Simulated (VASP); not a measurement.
# Sb (R-3m) in VASP: further runs, part 2 of 2

VASP 6.6.1. The steps go on from the part before.

**3. Single point, LDA**

INCAR reads:

```
  PREC = Accurate
  ENCUT = 520
  EDIFF = 1E-6
  ISMEAR = -1
  SIGMA = 0.05
  LREAL = F
  LASPH = T
  NELM = 60
  ALGO = Normal
  ISIF = 2
  LWAVE = F
  LCHARG = T
  LELF = T
  LVHAR = T
  NBANDS = 12
```

KPOINTS reads:

```
Automatic mesh
0
Gamma
  8 8 8
```

POSCAR reads:

```
Sb
1.0
    2.1542000000      1.2437279499      3.7580000000
   -2.1542000000      1.2437279499      3.7580000000
    0.0000000000     -2.4874558998      3.7580000000
Sb
2
Direct
    0.7665100000      0.7665100000      0.7665100000
    0.2334900000      0.2334900000      0.2334900000
```

Potentials or basis: VASP PAW LDA potentials, release 64 (Sb).

Run with:

```bash
$ cat potpaw_LDA.64/Sb/POTCAR > POTCAR
$ mpirun -np 1 vasp_std > vasp.out
```

OUTCAR:

```text
PREC = Accurate
   ENCUT = 520
   EDIFF = 1E-6
   ISMEAR = -1
   LREAL = F
   LASPH = T
   NELM = 60
   ISIF = 2

 ion  position               nearest neighbor table
   1  0.767  0.767  0.767-   2 2.91   2 2.91   2 2.91   2 3.35   2 3.35   2 3.35
   2  0.233  0.233  0.233-   1 2.91   1 2.91   1 2.91   1 3.35   1 3.35   1 3.35

  LATTYP: Found a trigonal (rhomboedric) cell.
 ALAT       =     4.5066618304
 COS(alpha) =     0.5430253624

  Lattice vectors:

 A1 = (   2.1542000000,   1.2437279499,   3.7580000000)
 A2 = (  -2.1542000000,   1.2437279499,   3.7580000000)
[... 537 lines left out ...]
      8      10.1466      0.00000
      9      12.1122      0.00000
     10      13.0780      0.00000
     11      14.2825      0.00000
     12      15.9780      0.00000

 [... further k-points ...]
[... 5 lines left out ...]
  --------------------------------------------------------------------------------------
  -------------------------------------------------------------------------------------
  Total       -0.2793351     -0.2793351     -0.4881481      0.0000000      0.0000000     -0.0000000
  in kB       -7.4082675     -7.4082675    -12.9462134      0.0000000      0.0000000     -0.0000000
  external PRESSURE =      -9.2542495 kB  Pullay stress =       0.0000000 kB

 VOLUME and BASIS-vectors are now :
 -----------------------------------------------------------------------------
  energy-cutoff  :      520.00
  volume of cell :       60.41
      direct lattice vectors                 reciprocal lattice vectors
     2.154200000  1.243727950  3.758000000     0.232104726  0.134005726  0.088699663
    -2.154200000  1.243727950  3.758000000    -0.232104726  0.134005726  0.088699663
     0.000000000 -2.487455900  3.758000000     0.000000000 -0.268011452  0.088699663

 POSITION                                       TOTAL-FORCE (eV/Angst)
 -----------------------------------------------------------------------------------
      0.00000      0.00000      8.64163         0.000000      0.000000     -0.076451
      0.00000      0.00000      2.63237         0.000000      0.000000      0.076451
 -----------------------------------------------------------------------------------
    total drift:                                0.000000     -0.000000     -0.000000

  FREE ENERGIE OF THE ION-ELECTRON SYSTEM (eV)
  ---------------------------------------------------
  free  energy   TOTEN  =        -9.6258341824 eV

  energy  without entropy=       -9.6231694033  energy(sigma->0) =       -9.62450179
```

OSZICAR:

```text
N       E                     dE             d eps       ncg     rms          rms(c)
DAV:   1     0.366778109414E+02    0.36678E+02   -0.35772E+03  1560   0.661E+02
DAV:   2    -0.750009153257E+01   -0.44178E+02   -0.42600E+02  2124   0.109E+02
DAV:   3    -0.963140894367E+01   -0.21313E+01   -0.21208E+01  1924   0.271E+01
DAV:   4    -0.965118746524E+01   -0.19779E-01   -0.19776E-01  1764   0.314E+00
DAV:   5    -0.965144202849E+01   -0.25456E-03   -0.25456E-03  1980   0.391E-01    0.314E+00
DAV:   6    -0.963502395631E+01    0.16418E-01   -0.35632E-03  1748   0.303E-01    0.187E+00
DAV:   7    -0.962581225629E+01    0.92117E-02   -0.76732E-03  1844   0.441E-01    0.536E-02
DAV:   8    -0.962583035363E+01   -0.18097E-04   -0.20070E-04  1804   0.953E-02    0.171E-02
DAV:   9    -0.962583450089E+01   -0.41473E-05   -0.12868E-05  1944   0.204E-02    0.579E-03
DAV:  10    -0.962583418244E+01    0.31845E-06   -0.11027E-06  1208   0.583E-03
   1 F= -.96258342E+01 E0= -.96245018E+01  d E =-.266478E-02
```

stdout:

```text
POSCAR found type information on POSCAR Sb
 POSCAR found :  1 types and       2 ions
 scaLAPACK will be used
 LDA part: xc-table for (Slater(with rela. corr.)+CA(PZ))
 , standard interpolation
 POSCAR, INCAR and KPOINTS ok, starting setup
 FFT: planning ... GRIDC
 FFT: planning ... GRID_SOFT
 FFT: planning ... GRID
 WAVECAR not read
 entering main loop
```

Wall time 25 s (1 thread of Intel Xeon Platinum 8488C (Sapphire Rapids), shared host); peak memory 0.18 GiB.

Results:

```yaml
Free_energy: -9.6258 eV
Pressure: -0.9 GPa
Largest_force: 0.076 eV/Å
Band_gap_on_the_k_mesh: zero (band 5 reaches 7.20 eV, above the bottom of band 6 at 6.89 eV)
```

Forces in eV/Å, atoms in the order of the input:
```
Sb   0.000  0.000 -0.076
Sb   0.000  0.000  0.076
```

Stress tensor (GPa, compression positive):
```
-0.74  0.00  0.00
 0.00 -0.74  0.00
 0.00  0.00 -1.29
```

Levels at points of the mesh, in eV from the Fermi level:
```csv
k point,band 2,band 3,band 4,band 5,band 6,band 7,band 8,band 9
"(0.00, 0.00, 0.00)",-4.96,-2.12,-1.85,-1.85,1.99,2.61,2.61,5.02
"(0.50, 0.00, 0.00)",-9.72,-1.99,-1.87,-0.34,-0.31,0.11,0.44,7.45
"(0.50, 0.50, 0.00)",-8.11,-5.49,-3.80,-3.71,1.47,4.82,5.40,6.78
"(0.50, 0.50, 0.50)",-9.06,-1.36,-1.36,-0.60,0.07,0.07,1.05,6.87
```

Caveat: spin-orbit coupling is left out, which moves the levels of the heavy elements.

**4. Single point, PBE**

INCAR reads:

```
  PREC = Accurate
  ENCUT = 520
  EDIFF = 1E-6
  ISMEAR = 0
  SIGMA = 0.02
  LREAL = False
  LASPH = True
  NELM = 80
  ALGO = Normal
  ISIF = 2
  LWAVE = False
  LCHARG = False
  GGA = PE
  NBANDS = 12
```

KPOINTS reads:

```
regular mesh
0
Gamma
  8 8 8
```

POSCAR is that of step 3.

Potentials or basis: VASP PAW PBE potentials, release 64 (Sb).

Run with:

```bash
$ cat potpaw_PBE.64/Sb/POTCAR > POTCAR
$ mpirun -np 1 vasp_std > vasp.out
```

Wall time 29 s (1 thread of Intel Xeon Platinum 8488C (Sapphire Rapids), shared host); peak memory 0.22 GiB.

Results (log left out):

- Free energy: -8.2562 eV
- Pressure: 2.8 GPa
- Largest force: 0.185 eV/Å
- Band gap on the k mesh: zero (band 5 reaches 7.38 eV, above the bottom of band 6 at 7.08 eV)

Forces in eV/Å, atoms in the order of the input:
```
Sb   0.000  0.000 -0.185
Sb   0.000  0.000  0.185
```

Stress tensor (GPa, compression positive):
```
3.03 0.00 0.00
0.00 3.03 0.00
0.00 0.00 2.28
```

Levels at points of the mesh, in eV from the Fermi level:
```
           k point  band 2  band 3  band 4  band 5  band 6  band 7  band 8  band 9
(0.00, 0.00, 0.00)   -4.89   -2.16   -1.89   -1.89    1.97    2.60    2.60    4.99
(0.50, 0.00, 0.00)   -9.73   -2.04   -1.92   -0.38   -0.30    0.10    0.41    7.47
(0.50, 0.50, 0.00)   -8.10   -5.53   -3.85   -3.76    1.43    4.85    5.43    6.85
(0.50, 0.50, 0.50)   -9.07   -1.41   -1.41   -0.57    0.04    0.04    1.04    6.90
```

Caveat: spin-orbit coupling is left out, which moves the levels of the heavy elements.

**5. Single point, PBE**

This run uses another cell than the first one, of 31.93 Å³/atom, 1.057 times its volume.

INCAR, as its differences from that of step 4:

```diff
@@ -2,5 +2,5 @@
   ENCUT = 520
-  EDIFF = 1E-6
-  ISMEAR = 0
-  SIGMA = 0.02
+  EDIFF = 1E-7
+  ISMEAR = -1
+  SIGMA = 0.05
   LREAL = False
```

KPOINTS is that of step 4.

POSCAR reads:

```
Sb
1.0
    2.1893980859      1.2640495743      3.8453318242
   -2.1893980859      1.2640495743      3.8453318242
    0.0000000000     -2.5280991485      3.8453318242
Sb
2
Direct
    0.7676664740      0.7676664740      0.7676664740
    0.2323335260      0.2323335260      0.2323335260
```

Run with:

```bash
$ cat potpaw_PBE.64/Sb/POTCAR > POTCAR
$ mpirun -np 1 vasp_std > vasp.out
```

Run time: 32 s. Hardware: 1 thread of Intel Xeon Platinum 8488C (Sapphire Rapids), shared host; peak memory 0.22 GiB.

It converged, with:

* Free energy: -8.2830 eV
* Pressure: 0.0 GPa
* Largest force: 0.035 eV/Å
* Band gap on the k mesh: zero (band 5 reaches 6.67 eV, above the bottom of band 6 at 6.38 eV)

Forces in eV/Å, atoms in the order of the input:
```
Sb   0.000  0.000 -0.035
Sb   0.000  0.000  0.035
```

Levels at points of the mesh, in eV from the Fermi level:
```
           k point  band 3  band 4  band 5  band 6  band 7  band 8
(0.00, 0.00, 0.00)   -1.99   -1.76   -1.76    1.87    2.51    2.51
(0.50, 0.00, 0.00)   -1.96   -1.85   -0.33   -0.29    0.19    0.59
(0.50, 0.50, 0.00)   -5.14   -3.55   -3.49    1.58    4.59    5.27
(0.50, 0.50, 0.50)   -1.33   -1.33   -0.64    0.20    0.20    1.04
```

Caveat: spin-orbit coupling is left out, which moves the levels of the heavy elements.

**6. Relaxation of cell and atoms, LDA**

INCAR reads:

```
PREC = Accurate
ENCUT = 600
EDIFF = 1E-7
ISMEAR = -1
SIGMA = 0.05
LREAL = False
LASPH = True
NELM = 60
ALGO = Normal
ISIF = 3
LWAVE = False
LCHARG = False
GGA = CA
IBRION = 2
NSW = 60
EDIFFG = -0.01
```

KPOINTS is that of step 5.

POSCAR reads:

```
Sb
1.0
    2.1542000000      1.2437279499      3.7580000000
   -2.1542000000      1.2437279499      3.7580000000
    0.0000000000     -2.4874558998      3.7580000000
Sb
2
Direct
    0.7665100000      0.7665100000      0.7665100000
    0.2334900000      0.2334900000      0.2334900000
```

Potentials or basis: VASP PAW LDA potentials, release 64 (Sb).

Run with:

```bash
$ cat potpaw_LDA.64/Sb/POTCAR > POTCAR
$ mpirun -np 1 vasp_std > vasp.out
```

Run time: 49 s. Hardware: 1 thread of Intel Xeon 6975P-C (Granite Rapids), shared host; peak memory 0.19 GiB.

Results (log left out):

```
Free energy                            : -9.6360 eV
Relaxed volume                         : 29.27 Å³/atom
Relaxed cell                           : a = 4.417 Å, b = 4.417 Å, c = 4.417 Å, α = 58.29°, β = 58.29°, γ = 58.29°
Space group after relaxing (to 0.05 Å) : R-3m (No. 166)
Energy gained by relaxing              : 5.0 meV/atom
Ionic steps                            : 7
Pressure after relaxing                : 0.0 GPa
Largest force after relaxing           : 0.005 eV/Å
Band gap on the k mesh                 : zero (band 5 reaches 7.55 eV, above the bottom of band 6 at 7.32 eV)
```

Forces in eV/Å, atoms in the order of the input:
```
Sb   0.000  0.000  0.005
Sb   0.000  0.000 -0.005
```

Step by step:
```tsv
step	energy change (eV)	largest force (eV/Å)	pressure (GPa)	volume (Å³)
1	0.0000	0.0765	-0.93	60.41
2	-0.0042	0.1819	0.45	58.89
3	-0.0043	0.1648	0.22	59.13
4	-0.0076	0.1047	0.17	58.88
5	-0.0100	0.0030	0.14	58.40
6	-0.0100	0.0147	-0.17	58.70
7	-0.0101	0.0050	-0.01	58.54
```

Final structure:
```
CELL_PARAMETERS angstrom
2.15104 1.24190 3.65213
-2.15104 1.24190 3.65213
0.00000 -2.48381 3.65213
ATOMIC_POSITIONS crystal
Sb 0.76390 0.76390 0.76390
Sb 0.23610 0.23610 0.23610
```

Levels at points of the mesh, in eV from the Fermi level:
```csv
k point,band 2,band 3,band 4,band 5,band 6,band 7,band 8,band 9
"(0.00, 0.00, 0.00)",-4.71,-2.00,-1.88,-1.88,2.33,2.82,2.82,4.90
"(0.50, 0.00, 0.00)",-9.84,-1.80,-1.60,-0.34,-0.20,0.21,0.25,7.86
"(0.50, 0.50, 0.00)",-7.96,-5.69,-3.85,-3.82,1.56,5.09,5.49,7.19
"(0.50, 0.50, 0.50)",-9.26,-1.30,-1.30,-0.51,-0.10,-0.10,0.92,7.30
```

Caveat: spin-orbit coupling is left out, which moves the levels of the heavy elements. LDA usually gives volumes a few per cent too small.

**7. The runs side by side**

```csv
task,level,potentials or basis,cell,cutoff (eV),smearing,gap on the mesh (eV),pressure (GPa),largest force (eV/Å)
single point,PBE,"VASP PAW PBE potentials, release 64 (Sb)","a = 4.507 Å, angles 57.1°, 2 atoms",520,gaussian 0.024 eV,none,2.8,0.18
single point,LDA,"VASP PAW LDA potentials, release 64 (Sb)","a = 4.507 Å, angles 57.1°, 2 atoms",520,fermi-dirac 0.05 eV,none,-0.9,0.08
single point,PBE,"VASP PAW PBE potentials, release 64 (Sb)","a = 4.507 Å, angles 57.1°, 2 atoms",520,gaussian 0.02 eV,none,2.8,0.18
single point,PBE,"VASP PAW PBE potentials, release 64 (Sb)","a = 4.602 Å, angles 56.8°, 2 atoms",520,fermi-dirac 0.05 eV,none,0.0,0.03
relaxation of cell and atoms,LDA,"VASP PAW LDA potentials, release 64 (Sb)","relaxed from a = 4.507 Å, angles 57.1°, 2 atoms",600,fermi-dirac 0.05 eV,none,0.0,0.01
```

Alike in all rows: no spin polarisation; k mesh 8 × 8 × 8.

Caveats: spin-orbit coupling is left out, which moves the levels of the heavy elements.

Total energies depend on the potentials used, so only differences within one code and one set of settings carry meaning.
